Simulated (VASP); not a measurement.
SnO2, 6 atoms in the cell. Symmetry: P4_2/mnm, No. 136, tetragonal system. Conventional cell: a = 4.720 Å, b = 4.720 Å, c = 3.189 Å, α = 90.00°, β = 90.00°, γ = 90.00°. Sn (site symmetry mmm) has 6 O at 2.04 to 2.05 Å within 2.7 Å. Within 2.7 Å of O (site symmetry m2m) lie 3 Sn at 2.04 to 2.05 Å and 1 O at 2.59 Å. 

- Program: VASP 6.6.1
- Task: single point
- Functional: LDA
- Potentials or basis: VASP PAW LDA potentials, release 64 (Sn_d, O)
- Cutoff: 600 eV
- k mesh: 6 × 6 × 8
- Occupations: gaussian, width 0.02 eV
- Spin: no spin polarisation
- Dipole correction: no
- Further INCAR settings: ALGO = Normal; EDIFF = 1e-06; NBANDS = 35

Potentials or basis: VASP PAW LDA potentials, release 64 (Sn_d, O).

The run is started by

```bash
$ cat potpaw_LDA.64/Sn_d/POTCAR potpaw_LDA.64/O/POTCAR > POTCAR
$ mpirun -np 1 vasp_std > vasp.out
```

Hardware: 1 thread of Intel(R) Xeon(R) Platinum 8259CL CPU @ 2.50GHz (Skylake/Cascade Lake), on a shared host.

Question: Estimate the wall time of this run.

Answer: It took 3.7 min on 1 thread of Intel(R) Xeon(R) Platinum 8259CL CPU @ 2.50GHz (Skylake/Cascade Lake), with other jobs on the host, peak memory 0.24 GiB. Counts: scf iterations 14, k points 50.
